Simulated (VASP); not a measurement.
# LiAl32 (a cell with a defect) in VASP: single point with PBE

Aim: the single point of LiAl32 (a cell with a defect) with PBE.

Program: VASP 6.6.1. These are calculated values, not measurements. Logs are shortened: lines on timing, memory, paths and dates and some standing lists are left out, and cuts for length are marked.

### Step 1. The cell of the first run

The cell holds a defect, 33 atoms: a = 8.100 Å, b = 8.100 Å, c = 8.100 Å, α = 90.00°, β = 90.00°, γ = 90.00°.

### Step 2. Single point, PBE

Contents of INCAR:

```
SYSTEM = LiAl32
  ALGO = Normal
  EDIFF = 1E-7
  ENCUT = 520
  GGA = PE
  ISIF = 2
  ISMEAR = 0
  LASPH = .True.
  LCHARG = .False.
  LREAL = Auto
  LWAVE = .False.
  NBANDS = 72
  NELM = 60
  PREC = Accurate
  SIGMA = 0.05
```

Contents of KPOINTS:

```
k-points
0
Gamma
  2 2 2
  0 0 0
```

Contents of POSCAR:

```
LiAl32
1.0
    8.1000000000      0.0000000000      0.0000000000
    0.0000000000      8.1000000000      0.0000000000
    0.0000000000      0.0000000000      8.1000000000
Al Li
32 1
Direct
    0.5000443137     -0.0000102764     -0.0127078945
    0.7507370208      0.2492629792      0.0006002370
    0.7062652639      0.0000378911      0.2503372307
   -0.0000403487      0.0000403487     -0.0450116231
    0.2492441105      0.2492151287      0.0006471615
    0.4999886120      0.5000113880     -0.0032127907
    0.7507848713      0.7507558895      0.0006471615
    0.2939884881      0.0000384225      0.2503415726
    0.5000447955      0.2627151447      0.2499065405
    0.7372848553      0.4999552045      0.2499065405
    0.5000451763     -0.0000106664      0.5127138290
    0.7503383862      0.2496616138      0.4995499904
    0.7372728881     -0.0000105098      0.7496016259
    0.0000102764      0.4999556863     -0.0127078945
    0.2491958959      0.7508041041      0.0006946528
   -0.0000378911      0.2937347361      0.2503372307
    0.2627145085      0.4999553169      0.2499069301
    0.5000446831      0.7372854915      0.2499069301
   -0.0000360032      0.0000360032      0.5427544253
    0.2496464193      0.2496190698      0.4995067430
    0.4999906004      0.5000093996      0.5031864359
    0.7503809302      0.7503535807      0.4995067430
    0.2627264143     -0.0000104370      0.7496024847
    0.4999896932      0.2532032939      0.7500920340
    0.7467967061      0.5000103068      0.7500920340
   -0.0000384225      0.7060115119      0.2503415726
    0.0000106664      0.4999548237      0.5127138290
    0.2496035037      0.7503964963      0.4994629220
    0.0000105098      0.2627271119      0.7496016259
    0.2532063987      0.5000105124      0.7500940260
    0.4999894876      0.7467936013      0.7500940260
    0.0000104370      0.7372735857      0.7496024847
    0.0001677833      0.9998322167      0.2485066436
```

Potentials or basis: VASP PAW PBE potentials, release 64 (Al, Li_sv).

Started as:

```
$ cat potpaw_PBE.64/Al/POTCAR potpaw_PBE.64/Li_sv/POTCAR > POTCAR
$ mpirun -np 1 vasp_std > vasp.out
```

OUTCAR:

```text
SYSTEM = LiAl32
   EDIFF = 1E-7
   ENCUT = 520
   GGA = PE
   ISIF = 2
   ISMEAR = 0
   LASPH = .True.
   LREAL = Auto
   NELM = 60
   PREC = Accurate

 ion  position               nearest neighbor table
   1  0.500  1.000  0.987-   8 2.71   3 2.71  13 2.72  23 2.72  31 2.81  24 2.81   2 2.87   7 2.87
                             5 2.87  15 2.87  18 3.01   9 3.01
   2  0.751  0.249  0.001-   1 2.87  14 2.87  10 2.87   9 2.87  13 2.87  29 2.87  25 2.87  24 2.87
                             6 2.87   4 2.88  16 2.88   3 2.88
   3  0.706  0.000  0.250-  33 2.38  11 2.70   9 2.71  18 2.71   1 2.71  12 2.88  22 2.88   2 2.88
                             7 2.88   8 3.34  19 3.36  16 3.36
   4  1.000  0.000  0.955-  33 2.38  29 2.70  13 2.70  32 2.70  23 2.70   2 2.88   7 2.88   5 2.88
                            15 2.88  19 3.34
   5  0.249  0.249  0.001-  14 2.87  17 2.87   1 2.87   9 2.87  23 2.87  29 2.87  24 2.87  30 2.87
                             6 2.87   4 2.88   8 2.88  16 2.88
   6  0.500  0.500  0.997-  17 2.81  18 2.81   9 2.81  10 2.81  30 2.83  31 2.83  24 2.83  25 2.83
                             2 2.87   5 2.87   7 2.87  15 2.87
   7  0.751  0.751  0.001-   1 2.87  18 2.87  14 2.87  10 2.87  32 2.87  13 2.87  25 2.87  31 2.87
                             6 2.87   4 2.88  26 2.88   3 2.88
   8  0.294  0.000  0.250-  33 2.38  11 2.70   9 2.70  18 2.70   1 2.71  20 2.88  28 2.88   5 2.88
                            15 2.88   3 3.34  19 3.36
   9  0.500  0.263  0.250-   8 2.70   3 2.71  10 2.72  17 2.72   6 2.81  21 2.81  12 2.87  20 2.87
[... 5 lines left out ...]
  12  0.750  0.250  0.500-  13 2.86  29 2.86   9 2.87  10 2.87  27 2.87  11 2.87  21 2.87  24 2.87
                            25 2.87  16 2.88   3 2.88  19 2.88
  13  0.737  1.000  0.750-   4 2.70  19 2.71  11 2.72   1 2.72  31 2.81  24 2.81  12 2.86  22 2.86
                             2 2.87   7 2.87  32 3.01  29 3.01
  14  0.000  0.500  0.987-  26 2.71  16 2.71  29 2.72  32 2.72  30 2.81  25 2.81   2 2.87   5 2.87
                             7 2.87  15 2.87  17 3.01  10 3.01
  15  0.249  0.751  0.001-   1 2.87  14 2.87  17 2.87  18 2.87  23 2.87  32 2.87  31 2.87  30 2.87
                             6 2.87   4 2.88  26 2.88   8 2.88
  16  1.000  0.294  0.250-  33 2.38  27 2.70  10 2.71  17 2.71  14 2.71  12 2.88  20 2.88   2 2.88
                             5 2.88  26 3.34  19 3.36   3 3.36
  17  0.263  0.500  0.250-  26 2.70  16 2.71   9 2.72  18 2.72   6 2.81  21 2.81  20 2.87  28 2.87
                             5 2.87  15 2.87  14 3.01  27 3.01
  18  0.500  0.737  0.250-   8 2.70   3 2.71  10 2.72  17 2.72   6 2.81  21 2.81  22 2.87  28 2.87
                             7 2.87  15 2.87   1 3.01  11 3.01
  19  1.000  0.000  0.543-  33 2.38  29 2.71  13 2.71  32 2.71  23 2.71  12 2.88  20 2.88  22 2.88
                            28 2.88   4 3.34  16 3.36   3 3.36   8 3.36  26 3.36
  20  0.250  0.250  0.500-  23 2.86  29 2.86  17 2.87  27 2.87   9 2.87  11 2.87  21 2.87  24 2.87
                            30 2.87   8 2.88  16 2.88  19 2.88
  21  0.500  0.500  0.503-  17 2.81  18 2.81   9 2.81  10 2.81  30 2.83  31 2.83  24 2.83  25 2.83
                            12 2.87  20 2.87  22 2.87  28 2.87
  22  0.750  0.750  0.500-  32 2.86  13 2.86  18 2.87  11 2.87  10 2.87  27 2.87  21 2.87  25 2.87
                            31 2.87  26 2.88   3 2.88  19 2.88
  23  0.263  1.000  0.750-   4 2.70  19 2.71  11 2.72   1 2.72  31 2.81  24 2.81  20 2.86  28 2.86
                             5 2.87  15 2.87  32 3.01  29 3.01
  24  0.500  0.253  0.750-   1 2.81  23 2.81  13 2.81  11 2.81   6 2.83  30 2.83  25 2.83  21 2.83
                            12 2.87  20 2.87   2 2.87   5 2.87
  25  0.747  0.500  0.750-  14 2.81  32 2.81  29 2.81  27 2.81   6 2.83  31 2.83  24 2.83  21 2.83
                            12 2.87  22 2.87   2 2.87   7 2.87
  26  1.000  0.706  0.250-  33 2.38  27 2.70  10 2.70  17 2.70  14 2.71  22 2.88  28 2.88   7 2.88
                            15 2.88  16 3.34  19 3.36
  27  0.000  0.500  0.513-  26 2.70  16 2.70  29 2.72  32 2.72  30 2.81  25 2.81  12 2.87  20 2.87
                            22 2.87  28 2.87  17 3.01  10 3.01
  28  0.250  0.750  0.499-  23 2.86  32 2.86  17 2.87  18 2.87  27 2.87  11 2.87  21 2.87  31 2.87
                            30 2.87   8 2.88  26 2.88  19 2.88
  29  0.000  0.263  0.750-   4 2.70  19 2.71  27 2.72  14 2.72  30 2.81  25 2.81  12 2.86  20 2.86
                             2 2.87   5 2.87  23 3.01  13 3.01
  30  0.253  0.500  0.750-  14 2.81  32 2.81  29 2.81  27 2.81   6 2.83  31 2.83  24 2.83  21 2.83
                            20 2.87  28 2.87   5 2.87  15 2.87
  31  0.500  0.747  0.750-   1 2.81  23 2.81  13 2.81  11 2.81   6 2.83  30 2.83  25 2.83  21 2.83
                            22 2.87  28 2.87   7 2.87  15 2.87
  32  0.000  0.737  0.750-   4 2.70  19 2.71  27 2.72  14 2.72  30 2.81  25 2.81  22 2.86  28 2.86
                             7 2.87  15 2.87  23 3.01  13 3.01
  33  0.000  1.000  0.249-   4 2.38   8 2.38  26 2.38  16 2.38   3 2.38  19 2.38

  LATTYP: Found a simple cubic cell.
 ALAT       =     8.1000000000

  Lattice vectors:

 A1 = (   8.1000000000,   0.0000000000,   0.0000000000)
 A2 = (   0.0000000000,   8.1000000000,   0.0000000000)
 A3 = (   0.0000000000,   0.0000000000,   8.1000000000)

Analysis of symmetry for initial positions (statically):
=====================================================================
 Subroutine PRICEL returns:
 Original cell was already a primitive cell.

 Routine SETGRP: Setting up the symmetry group for a
 simple cubic supercell.

 Subroutine GETGRP returns: Found  2 space group operations
 (whereof  2 operations were pure point group operations)
 out of a pool of 48 trial point group operations.

[... 114 lines left out ...]

  Cartesian coordinates                     Fractional coordinates (reciprocal lattice)
     0.061728395  0.000000000  0.000000000     0.500000000  0.000000000  0.000000000
     0.000000000  0.061728395  0.000000000     0.000000000  0.500000000  0.000000000
     0.000000000  0.000000000  0.061728395     0.000000000  0.000000000  0.500000000

  Length of vectors
     0.061728395  0.061728395  0.061728395

  Shift w.r.t. Gamma in fractional coordinates (k-lattice)
     0.000000000  0.000000000  0.000000000

 Subroutine IBZKPT returns following result:
 ===========================================

 Found      6 irreducible k-points:

 Following reciprocal coordinates:
            Coordinates               Weight
  0.000000  0.000000  0.000000      1.000000
  0.500000  0.000000  0.000000      2.000000
  0.000000  0.000000  0.500000      1.000000
  0.500000  0.500000  0.000000      1.000000
  0.000000  0.500000  0.500000      2.000000
  0.500000  0.500000  0.500000      1.000000
   k-points           NKPTS =      6   k-points in BZ     NKDIM =      6   number of bands    NBANDS=     72
   number of dos      NEDOS =    301   number of ions     NIONS =     33
   total plane-waves  NPLWV = 216000
   dimension x,y,z NGX =    60 NGY =   60 NGZ =   60
   dimension x,y,z NGXF=   120 NGYF=  120 NGZF=  120
   ions per type =              32   1
   NGX,Y,Z   is equivalent  to a cutoff of  12.31, 12.31, 12.31 a.u.
   NGXF,Y,Z  is equivalent  to a cutoff of  24.63, 24.63, 24.63 a.u.
 SYSTEM =  LiAl32
   PREC   = accura    normal or accurate (medium, high low for compatibility)
   ISTART =      0    job   : 0-new  1-cont  2-samecut
   ICHARG =      2    charge: 1-file 2-atom 10-const
   ISPIN  =      1    spin polarized calculation?
   LNONCOLLINEAR =      F non collinear calculations
   LSORBIT =      F    spin-orbit coupling
   LASPH  =      T    aspherical Exc in radial PAW
   ENCUT  =  520.0 eV  38.22 Ry    6.18 a.u.  15.06 15.06 15.06*2*pi/ulx,y,z
   NELM   =     60;   NELMIN=  2; NELMDL= -5     # of ELM steps
   EDIFF  = 0.1E-06   stopping-criterion for ELM
   LREAL  =      T    real-space projection
   EDIFFG = 0.1E-05   stopping-criterion for IOM
   NSW    =      0    number of steps for IOM
   IBRION =     -1    ionic relax: 0-MD 1-quasi-New 2-CG
   NFREE  =      0    steps in history (QN), initial steepest desc. (CG)
   ISIF   =      2    stress and relaxation
   ISYM   =      2    0-nonsym 1-usesym 2-fastsym
   POTIM  = 0.5000    time-step for ionic-motion
   TEBEG  =    0.0;   TEEND  =   0.0 temperature during run
   PSTRESS=    0.0 pullay stress
   NELECT =      99.0000    total number of electrons
   NUPDOWN=      -1.0000    fix difference up-down
   EMIN   =  10.00;   EMAX   =-10.00  energy-range for DOS
   EFERMI =   0.00;   METHOD = LEGACY
   ISMEAR =     0;   SIGMA  =   0.05  broadening in eV -4-tet -1-fermi 0-gaus
   EFERMI_NEDOS =   21; number of points for ismear=-14 and -15
   IALGO  =     38    algorithm
   IMIX   =      4    mixing-type and parameters
     AMIX     =   0.40;   BMIX     =  1.00
     AMIX_MAG =   1.60;   BMIX_MAG =  1.00
  volume/ion in A,a.u.               =      16.10       108.68
  Fermi-wavevector in a.u.,A,eV,Ry     =   0.934978  1.766853 11.894002  0.874184
  Thomas-Fermi vector in A             =   2.061839
   LORBIT       =      0    0 simple, 1 ext, 2 COOP (PROOUT), +10 PAW based schemes
   GGA     = PE    functional components
   LHFCALC =     F    Hartree Fock is set to
   AEXX    =    0.0000 exact exchange contribution
   IVDW    =     0    specifies the selected vdW correction
   LEPSILON=     F    determine dielectric tensor
   LRPA    =     F    only Hartree local field effects (RPA)
 non-spin polarized calculation
 Gauss-broadening in eV      SIGMA  =   0.05
  energy-cutoff  :      520.00
  volume of cell :      531.44
 maximum number of plane-waves:     14400
   NGX = 31   NGY = 31   NGZ = 31

 number of electron      98.9999998 magnetization

 Free energy of the ion-electron system (eV)
  ---------------------------------------------------
  ext. energy  EPLUGINS =         0.00000000
  ---------------------------------------------------
  free energy    TOTEN  =      -119.87830156 eV

  energy without entropy =     -119.84826636  energy(sigma->0) =     -119.86328396

 E-fermi :   7.7025     XC(G=0): -10.2122

 val. band max:        7.6722072890   @ k =   0.5000   0.0000   0.0000
 cond. band min:       7.7299120640   @ k =   0.5000   0.5000   0.5000
 fundamental gap:      0.0577047750
 Fermi energy:         7.7025446441

 k-point     1 :       0.0000    0.0000    0.0000
  band No.  band energies     occupation
      1     -37.9734      2.00000
      2      -3.1405      2.00000
      3      -1.1375      2.00000
      4      -1.1374      2.00000
      5      -0.8501      2.00000
      6      -0.8501      2.00000
[... 373 lines left out ...]
     60      11.1029      0.00000
     61      11.2382      0.00000
 [bands above 61 left out]

------------------------ aborting loop because EDIFF is reached ----------------------------------------

  FORCE on cell =-STRESS in cart. coord.  units (eV):
  Direction    XX          YY          ZZ          XY          YZ          ZX
  --------------------------------------------------------------------------------------
  -------------------------------------------------------------------------------------
  Total        9.8227718      9.8227718      9.8003059     -0.0009244      0.0010559     -0.0010559
  in kB       29.6134890     29.6134890     29.5457595     -0.0027870      0.0031833     -0.0031833
  external PRESSURE =      29.5909125 kB  Pullay stress =       0.0000000 kB

 VOLUME and BASIS-vectors are now :
 -----------------------------------------------------------------------------
  energy-cutoff  :      520.00
  volume of cell :      531.44
      direct lattice vectors                 reciprocal lattice vectors
     8.100000000  0.000000000  0.000000000     0.123456790  0.000000000  0.000000000
     0.000000000  8.100000000  0.000000000     0.000000000  0.123456790  0.000000000
     0.000000000  0.000000000  8.100000000     0.000000000  0.000000000  0.123456790

 POSITION                                       TOTAL-FORCE (eV/Angst)
 -----------------------------------------------------------------------------------
      4.05036      8.09992      7.99707        -0.000328     -0.000010      0.004936
      6.08097      2.01903      0.00486         0.010785     -0.010785      0.010999
      5.72075      0.00031      2.02773        -0.005274      0.000688     -0.000128
      8.09967      0.00033      7.73541         0.000597     -0.000597     -0.003342
      2.01888      2.01864      0.00524        -0.010528     -0.010315      0.010545
      4.04991      4.05009      8.07398         0.000199     -0.000199     -0.021361
[... 25 lines left out ...]
      0.00008      5.97192      6.07178         0.000008      0.003687     -0.000463
      0.00136      8.09864      2.01290        -0.000345      0.000345      0.003726
 -----------------------------------------------------------------------------------
    total drift:                               -0.001550      0.001550      0.004846

  FREE ENERGIE OF THE ION-ELECTRON SYSTEM (eV)
  ---------------------------------------------------
  free  energy   TOTEN  =      -119.8783015554 eV

  energy  without entropy=     -119.8482663640  energy(sigma->0) =     -119.86328396
```

Run time: 13 min. Hardware: 1 thread of AMD EPYC 7R13, shared host; peak memory 0.5 GiB.

Results:

| Property | Result |
| --- | --- |
| Free energy | -119.8783 eV |
| Largest force | 0.023 eV/Å |
| Band gap on the k mesh | zero (an odd number of electrons rules out a gap without spin polarisation) |

Forces on the atoms (eV/Å):
```
Al   0.000  0.000  0.005
Al   0.011 -0.011  0.011
Al  -0.005  0.001  0.000
Al   0.001 -0.001 -0.003
Al  -0.011 -0.010  0.011
Al   0.000  0.000 -0.021
Al   0.010  0.011  0.011
Al   0.006  0.000  0.001
Al   0.000 -0.005  0.000
Al   0.005  0.000  0.000
Al   0.000  0.000 -0.005
Al   0.010 -0.010 -0.011
Al   0.004  0.000  0.000
Al   0.000  0.000  0.005
Al  -0.010  0.010  0.010
Al  -0.001  0.005  0.000
Al  -0.005  0.000  0.000
Al   0.000  0.005  0.000
Al   0.000  0.000  0.005
Al  -0.009 -0.010 -0.011
Al   0.000  0.000  0.023
Al   0.010  0.009 -0.011
Al  -0.004  0.000  0.000
Al   0.000  0.022 -0.001
Al  -0.022  0.000 -0.001
Al   0.000 -0.006  0.001
Al   0.000  0.000 -0.005
Al  -0.010  0.010 -0.012
Al   0.000 -0.004  0.000
Al   0.022  0.000 -0.001
Al   0.000 -0.022 -0.001
Al   0.000  0.004  0.000
Li   0.000  0.000  0.004
```

Caveat: the k points lie up to 0.39 Å⁻¹ apart, too coarse for converged energies and pressures of a metal; the cutoff is under 1.25 times the usual one of these potentials, so pressure, stress and relaxed cells hold a basis-set (Pulay) error.

The gap in the log of VASP goes by the Fermi energy; the results here count the filled bands.